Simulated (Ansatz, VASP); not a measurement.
**FeSi: VASP beside Ansatz**

INCAR

```
ALGO     = Normal         # electronic algorithm
EDIFF    = 1E-7           # SCF threshold, eV
EDIFFG   = -0.01          # ionic threshold
ENCUT    = 520            # plane-wave cutoff, eV
GGA      = PE             # functional
IBRION   = 2              # ionic algorithm
ISIF     = 2              # what is computed and relaxed
ISMEAR   = 0              # smearing method
LASPH    = True           # aspherical terms in the spheres
LCHARG   = False          # write CHGCAR
LREAL    = False          # projectors in reciprocal space
LWAVE    = False          # write WAVECAR
NELM     = 60             # most SCF steps
NSW      = 50             # ionic steps
PREC     = Accurate       # precision mode
SIGMA    = 0.01           # smearing width, eV
```

File KPOINTS:

```
k-points
0
Gamma
  8 8 8
```

File POSCAR:

```
FeSi
1.0
    4.4917950928      0.0000000000      0.0000000000
    0.0000000000      4.4917950928      0.0000000000
    0.0000000000      0.0000000000      4.4917950928
Fe Si
4 4
Direct
    0.1360501212      0.1360501212      0.1360501212
    0.3639498788      0.8639498788      0.6360501212
    0.6360501212      0.3639498788      0.8639498788
    0.8639498788      0.6360501212      0.3639498788
    0.8407512131      0.8407512131      0.8407512131
    0.6592487869      0.1592487869      0.3407512131
    0.3407512131      0.6592487869      0.1592487869
    0.1592487869      0.3407512131      0.6592487869
```

Input for Ansatz:

```yaml
crystal:
  lattice:
    - [4.4917950928, 0.0, 0.0]
    - [0.0, 4.4917950928, 0.0]
    - [0.0, 0.0, 4.4917950928]
  atoms:
    - { symbol: Fe, position: [0.1360501212, 0.1360501212, 0.1360501212] }
    - { symbol: Fe, position: [0.3639498788, 0.8639498788, 0.6360501212] }
    - { symbol: Fe, position: [0.6360501212, 0.3639498788, 0.8639498788] }
    - { symbol: Fe, position: [0.8639498788, 0.6360501212, 0.3639498788] }
    - { symbol: Si, position: [0.8407512131, 0.8407512131, 0.8407512131] }
    - { symbol: Si, position: [0.6592487869, 0.1592487869, 0.3407512131] }
    - { symbol: Si, position: [0.3407512131, 0.6592487869, 0.1592487869] }
    - { symbol: Si, position: [0.1592487869, 0.3407512131, 0.6592487869] }
basis: {}
kpoints:
  mp_grid: { grid: [8, 8, 8] }
hamiltonian:
  xc: pbe
  pseudopotentials: { kind: all_electron, lapw: {} }
scf:
  occupations: { method: gaussian, width: 0.01 }
output:
  forces: true
  stress: true
  eigenvalues: true
relax:
  adjacent_minimum: "off"
  f_tol: 0.01
  max_steps: 30
```

Alike in both runs: task relaxation of the atoms; functional PBE; k mesh 8 × 8 × 8; occupations gaussian, width 0.01 eV; no spin polarisation.

```csv
,VASP,Ansatz
version,VASP 6.6.1,Ansatz 0.2.0
potentials or method,"VASP PAW PBE potentials, release 64 (Fe, Si), cutoff 520 eV","scalar-relativistic, all-electron LAPW"
```

```csv
,VASP,Ansatz,Ansatz less VASP
"gap on the k mesh at the Fermi level, each at its own relaxed structure (eV)",0.16,0.17,+0.012
```

Ansatz ran all-electron here, and VASP with PAW potentials.
